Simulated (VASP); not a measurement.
## ScSn3Se: single point with PBE

The system is ScSn3Se.

```
Sc Sn Se
1.0
     5.54679    0.00000    0.00000
     0.00000    5.54679    0.00000
     0.00000    0.00000    5.54679
Sc Sn Se
1 3 1
Direct
  0.50000 0.50000 0.50000
  0.00000 0.50000 0.50000
  0.50000 0.00000 0.50000
  0.50000 0.50000 0.00000
  0.00000 0.00000 0.00000
```

The cell was built from a structure type or drawn by symmetry, and may not be a known phase.

```
Program             : VASP 6.6.1
Task                : single point
Functional          : PBE
Potentials or basis : VASP PAW PBE potentials, release 64 (Sc_sv, Sn_d, Se)
Cutoff              : 520 eV
k mesh              : 4 × 4 × 4
Occupations         : gaussian, width 0.1 eV
Spin                : collinear spin
Starting moments    : [1.0, 0.0, 0.0, 0.0, 0.0] μB
```

```json
{"Pressure": "0.2 GPa", "Net moment": "0.00 μB per cell", "Valence electrons inside the program's atomic spheres": "Sc 9.67; Sn 12.15; Se 3.62"}
```

Levels at points of the mesh, in eV from the Fermi level:
Spin up:
| k point | band 26 | band 27 | band 28 | band 29 | band 30 | band 31 | band 32 | band 33 |
| --- | --- | --- | --- | --- | --- | --- | --- | --- |
| (0.00, 0.00, 0.00) | -2.21 | 0.03 | 0.03 | 0.03 | 1.88 | 1.88 | 1.88 | 1.90 |
| (0.50, 0.00, 0.00) | -0.97 | -0.84 | -0.84 | -0.84 | 0.74 | 0.74 | 0.89 | 0.92 |
| (0.50, 0.50, 0.00) | -1.34 | -1.34 | -1.12 | -0.16 | -0.07 | -0.07 | 0.07 | 2.04 |
| (0.50, 0.50, 0.50) | -2.77 | -2.77 | -0.14 | -0.14 | 0.60 | 0.60 | 0.60 | 3.98 |
Spin down:
```
           k point  band 26  band 27  band 28  band 29  band 30  band 31  band 32  band 33
(0.00, 0.00, 0.00)    -2.21     0.03     0.03     0.03     1.88     1.88     1.88     1.90
(0.50, 0.00, 0.00)    -0.97    -0.84    -0.84    -0.84     0.74     0.74     0.89     0.92
(0.50, 0.50, 0.00)    -1.34    -1.34    -1.12    -0.16    -0.07    -0.07     0.07     2.04
(0.50, 0.50, 0.50)    -2.77    -2.77    -0.14    -0.14     0.60     0.60     0.60     3.98
```

Run time: 2.1 min on 1 thread of Intel(R) Xeon(R) Platinum 8488C (Sapphire Rapids), on a shared host, peak memory 0.37 GiB.

Caveat: spin-orbit coupling is left out, which moves the levels of the heavy elements.
